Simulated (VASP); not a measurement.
Write the native input for VASP 6.6.1 that does the following.

* Task: single point
* Functional: PBEsol
* Potentials or basis: VASP PAW PBE potentials, release 64 (Hg)
* Cutoff: 520 eV
* k mesh: 14 × 14 × 14
* Occupations: gaussian, width 0.1 eV
* Spin: no spin polarisation
* Dipole correction: no
* Further INCAR settings: ALGO = Fast; EDIFF = 1e-07; NBANDS = 19

The structure of Hg lies in POSCAR:

```
Hg
1.0
   -2.9297541400      2.9297541400      1.5725525500
    2.9297541400     -2.9297541400      1.5725525500
    2.9297541400      2.9297541400     -1.5725525500
Hg
2
Direct
    0.7500000000      0.2500000000      0.5000000000
    0.0000000000      0.0639985443      0.0639985443
```

This cell differs from its parent crystal: one atom moved.

The input as run:

INCAR

```
ALGO = Fast
EDIFF = 1E-7
ENCUT = 520
GGA = PS
ISIF = 2
ISMEAR = 0
LASPH = T
LCHARG = F
LREAL = F
LWAVE = F
NBANDS = 19
NELM = 80
PREC = Accurate
SIGMA = 0.1
```

KPOINTS

```
k-points
0
Gamma
  14 14 14
```

Potentials or basis: VASP PAW PBE potentials, release 64 (Hg).

Command:

```sh
$ cat potpaw_PBE.64/Hg/POTCAR > POTCAR
$ mpirun -np 1 vasp_std > vasp.out
```

Results of the run:

* Pressure: 0.3 GPa
* Largest force: 1.255 eV/Å
* Band gap on the k mesh: zero (bands 12 and 13 overlap by 3.83 eV)

Caveat: the cell differs from its parent crystal (one atom moved); the stress differs along the axes, from -3 to 5 GPa; the PAW data sets were made with another functional, which shifts forces and pressure a little; spin-orbit coupling is left out, which moves the levels of the heavy elements.

Run time: 4.8 min on 1 thread of Intel(R) Xeon(R) Platinum 8559C (Emerald Rapids), with other jobs on the host, peak memory 0.69 GiB.
